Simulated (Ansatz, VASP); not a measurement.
## AlNi3: VASP beside Ansatz

```
CELL_PARAMETERS angstrom
0.00000 2.80189 2.80189
2.80189 0.00000 2.80189
2.80189 2.80189 0.00000
ATOMIC_POSITIONS crystal
Al 0.50000 0.50000 0.50000
Ni 0.25000 0.25000 0.25000
Ni 0.00000 0.00000 0.00000
Ni 0.75000 0.75000 0.75000
```

Alike in both runs: task single point; functional r2SCAN; k mesh 14 × 14 × 14; occupations gaussian, width 0.15 eV; no spin polarisation.

|  | VASP | Ansatz |
| --- | --- | --- |
| version | VASP 6.6.1 | Ansatz 0.2.0 |
| potentials or method | VASP PAW PBE potentials, release 64 (Al, Ni), cutoff 520 eV | scalar-relativistic, plane waves, PAW |
| valence electrons in the cell | 33 | 57 |

Ansatz gave:

| Property | Result |
| --- | --- |
| gap on the k mesh at the Fermi level (eV) | none |
| pressure (GPa) | 0.0 |

**Question.** Which values does VASP return?

**Answer.** gap on the k mesh at the Fermi level (eV): none; pressure (GPa): 0.2.

VASP's potentials were made for PBE, not for r2SCAN. A gap of «none» marks a metal or a gap that the smearing closes. VASP's potentials hold 33 valence electrons a cell and Ansatz's 57, so a difference there can come from the potentials and not from the codes.
